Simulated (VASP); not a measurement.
# Hf (P6_3/mmc) in VASP: notebook, part 2 of 2

VASP 6.6.1. Earlier steps stand in the parts before.

## (4) Single point, PBE

Contents of INCAR:

```
ALGO = Normal
EDIFF = 1E-6
ENCUT = 520
GGA = PE
ISIF = 2
ISMEAR = 0
LASPH = T
LCHARG = F
LREAL = F
LWAVE = F
NBANDS = 17
NELM = 60
PREC = Accurate
SIGMA = 0.017
```

Contents of KPOINTS:

```
k-points
0
Gamma
  10 10 5
```

Contents of POSCAR:

```
Hf
1.0
    3.1967000000      0.0000000000      0.0000000000
   -1.5983500000      2.7684234083      0.0000000000
    0.0000000000      0.0000000000      5.0578000000
Hf
2
Direct
    0.6666666667      0.3333333333      0.7500000000
    0.3333333333      0.6666666667      0.2500000000
```

Started as:

```sh
$ cat potpaw_PBE.64/Hf_pv/POTCAR > POTCAR
$ mpirun -np 1 vasp_std > vasp.out
```

Run time: 21 s. Hardware: 1 thread of Intel Xeon Platinum 8375C at 2.90GHz (Ice Lake), shared host; peak memory 0.16 GiB.

The run converged. Its results:

* Free energy: -19.8496 eV
* Pressure: 0.2 GPa
* Band gap on the k mesh: zero (band 10 reaches 6.10 eV, above the bottom of band 11 at 4.60 eV)

Stress tensor (GPa, compression positive):
```
 0.30  0.00  0.00
 0.00  0.30  0.00
 0.00  0.00 -0.01
```

Levels at points of the mesh, in eV from the Fermi level:
```tsv
k point	band 6	band 7	band 8	band 9	band 10	band 11	band 12	band 13	band 14	band 15
(0.00, 0.00, 0.00)	-30.18	-7.36	-3.69	0.66	1.20	1.20	1.48	2.02	2.02	2.66
(0.50, 0.00, 0.00)	-30.27	-3.33	-2.73	-2.21	-0.78	0.81	0.89	1.70	5.91	6.42
```

Caveat: spin-orbit coupling is left out, which moves the levels of the heavy elements.

## (5) Single point, PBE

Contents of INCAR:

```
SYSTEM = Hf
  PREC = Accurate
  ENCUT = 520
  EDIFF = 1E-6
  ISMEAR = 0
  SIGMA = 0.05
  LREAL = .FALSE.
  LASPH = .TRUE.
  NELM = 100
  ALGO = Fast
  ISIF = 2
  LWAVE = .FALSE.
  LCHARG = .FALSE.
  GGA = PE
  NBANDS = 17
```

Contents of KPOINTS:

```
regular mesh
0
G
  10 10 5
  0 0 0
```

POSCAR is that of step 4.

Potentials or basis: VASP PAW PBE potentials, release 64 (Hf_pv).

Started as:

```sh
$ cat potpaw_PBE.64/Hf_pv/POTCAR > POTCAR
$ mpirun -np 1 vasp_std > vasp.out
```

OUTCAR:

```text
SYSTEM = Hf
   PREC = Accurate
   ENCUT = 520
   EDIFF = 1E-6
   ISMEAR = 0
   LREAL = .FALSE.
   LASPH = .TRUE.
   NELM = 100
   ISIF = 2
   GGA = PE

 ion  position               nearest neighbor table
   1  0.667  0.333  0.750-   2 3.13   2 3.13   2 3.13   2 3.13   2 3.13   2 3.13
   2  0.333  0.667  0.250-   1 3.13   1 3.13   1 3.13   1 3.13   1 3.13   1 3.13

  LATTYP: Found a hexagonal cell.
 ALAT       =     3.1967000000
 C/A-ratio  =     1.5821941377

  Lattice vectors:

 A1 = (   3.1967000000,   0.0000000000,   0.0000000000)
 A2 = (  -1.5983500000,   2.7684234083,   0.0000000000)
 A3 = (   0.0000000000,   0.0000000000,   5.0578000000)

Analysis of symmetry for initial positions (statically):
=====================================================================
 Subroutine PRICEL returns:
 Original cell was already a primitive cell.

 Routine SETGRP: Setting up the symmetry group for a
 hexagonal supercell.

 Subroutine GETGRP returns: Found 24 space group operations
 (whereof 12 operations were pure point group operations)
 out of a pool of 24 trial point group operations.

[... 160 lines left out ...]
  ext. energy  EPLUGINS =         0.00000000
  ---------------------------------------------------
  free energy    TOTEN  =       -19.85065156 eV

  energy without entropy =      -19.84873266  energy(sigma->0) =      -19.84969211

 E-fermi :   4.8993     XC(G=0): -11.2812

 val. band max:        4.8943286904   @ k =   0.1000   0.1000   0.4000
 cond. band min:       4.9108229464   @ k =   0.1000   0.1000   0.2000
 fundamental gap:      0.0164942561
 Fermi energy:         4.8993496427

 k-point     1 :       0.0000    0.0000    0.0000
  band No.  band energies     occupation
      1     -26.1615      2.00000
      2     -25.4158      2.00000
      3     -25.4158      2.00000
      4     -25.2959      2.00000
      5     -25.2882      2.00000
      6     -25.2882      2.00000
[... 457 lines left out ...]
      4     -25.5848      2.00000
      5     -25.4917      2.00000
      6     -25.4193      2.00000
[... 9 lines left out ...]
     16      10.8525      0.00000
     17      11.6808      0.00000

 [... further k-points ...]
[... 5 lines left out ...]
  --------------------------------------------------------------------------------------
  -------------------------------------------------------------------------------------
  Total        0.1197146      0.1197146     -0.0138948     -0.0000000      0.0000000     -0.0000000
  in kB        4.2851073      4.2851073     -0.4973543     -0.0000000      0.0000000     -0.0000000
  external PRESSURE =       2.6909534 kB  Pullay stress =       0.0000000 kB

 VOLUME and BASIS-vectors are now :
 -----------------------------------------------------------------------------
  energy-cutoff  :      520.00
  volume of cell :       44.76
      direct lattice vectors                 reciprocal lattice vectors
     3.196700000  0.000000000  0.000000000     0.312822598  0.180608211  0.000000000
    -1.598350000  2.768423408  0.000000000     0.000000000  0.361216423  0.000000000
     0.000000000  0.000000000  5.057800000     0.000000000  0.000000000  0.197714421

 POSITION                                       TOTAL-FORCE (eV/Angst)
 -----------------------------------------------------------------------------------
      1.59835      0.92281      3.79335         0.000000      0.000000      0.000000
     -0.00000      1.84562      1.26445        -0.000000     -0.000000      0.000000
 -----------------------------------------------------------------------------------
    total drift:                               -0.000000      0.000000     -0.000000

  FREE ENERGIE OF THE ION-ELECTRON SYSTEM (eV)
  ---------------------------------------------------
  free  energy   TOTEN  =       -19.8506515606 eV

  energy  without entropy=      -19.8487326650  energy(sigma->0) =      -19.84969211
```

OSZICAR:

```text
N       E                     dE             d eps       ncg     rms          rms(c)
DAV:   1     0.498010560367E+02    0.49801E+02   -0.11473E+04  1436   0.113E+03
DAV:   2    -0.186246939659E+02   -0.68426E+02   -0.66738E+02  1827   0.248E+02
DAV:   3    -0.205466825161E+02   -0.19220E+01   -0.18948E+01  1850   0.271E+01
DAV:   4    -0.205625746414E+02   -0.15892E-01   -0.15868E-01  1854   0.295E+00
DAV:   5    -0.205627270575E+02   -0.15242E-03   -0.15239E-03  1818   0.257E-01    0.647E+01
RMM:   6    -0.200375586788E+02    0.52517E+00   -0.43535E-01  1438   0.400E+00    0.386E+01
RMM:   7    -0.198574013697E+02    0.18016E+00   -0.10172E+00  1616   0.609E+00    0.201E+00
RMM:   8    -0.198493397984E+02    0.80616E-02   -0.87765E-02  1576   0.210E+00    0.335E-01
RMM:   9    -0.198505567096E+02   -0.12169E-02   -0.13795E-02  1972   0.758E-01    0.425E-01
RMM:  10    -0.198508981928E+02   -0.34148E-03   -0.22557E-03  1983   0.299E-01    0.939E-01
RMM:  11    -0.198507906667E+02    0.10753E-03   -0.22400E-04  1887   0.109E-01    0.640E-01
RMM:  12    -0.198506551654E+02    0.13550E-03   -0.21803E-04  1632   0.889E-02    0.140E-01
RMM:  13    -0.198506518172E+02    0.33482E-05   -0.32325E-05  1782   0.390E-02    0.982E-02
RMM:  14    -0.198506515606E+02    0.25669E-06   -0.48728E-06  1652   0.154E-02
   1 F= -.19850652E+02 E0= -.19849692E+02  d E =-.191890E-02
```

Wall time 19 s (1 thread of Intel Xeon Platinum 8375C at 2.90GHz (Ice Lake), shared host); peak memory 0.16 GiB.

What came out:

* Free energy: -19.8507 eV
* Pressure: 0.3 GPa
* Band gap on the k mesh: zero (band 10 reaches 6.10 eV, above the bottom of band 11 at 4.59 eV)

Levels at points of the mesh, in eV from the Fermi level:
```csv
k point,band 7,band 8,band 9,band 10,band 11,band 12,band 13,band 14
"(0.00, 0.00, 0.00)",-7.36,-3.69,0.66,1.20,1.20,1.47,2.02,2.02
"(0.50, 0.00, 0.00)",-3.34,-2.73,-2.21,-0.79,0.81,0.89,1.70,5.91
```

Caveat: spin-orbit coupling is left out, which moves the levels of the heavy elements.

## (6) Summary

| task | level | cell | cutoff (eV) | smearing | gap on the mesh (eV) | pressure (GPa) |
| --- | --- | --- | --- | --- | --- | --- |
| single point | PBE | as given | 520 | gaussian 0.024 eV | none | 0.2 |
| relaxation of cell and atoms | BLYP+D3(BJ) | relaxed | 600 | fermi-dirac 0.05 eV | none | 0.0 |
| single point | PBE | as given | 520 | gaussian 0.017 eV | none | 0.2 |
| single point | PBE | as given | 520 | gaussian 0.05 eV | none | 0.3 |

Alike in all rows: potentials or basis VASP PAW PBE potentials, release 64 (Hf_pv); no spin polarisation; k mesh 10 × 10 × 5.

Every run on the cell as given and a fine mesh finds a metal.

Caveats: spin-orbit coupling is left out, which moves the levels of the heavy elements; the PAW data sets were made with another functional, which shifts forces and pressure a little (some runs); pairwise dispersion overbinds metals, which lowers pressure and volume (some runs).

Total energies depend on the potentials used, so only differences within one code and one set of settings carry meaning.
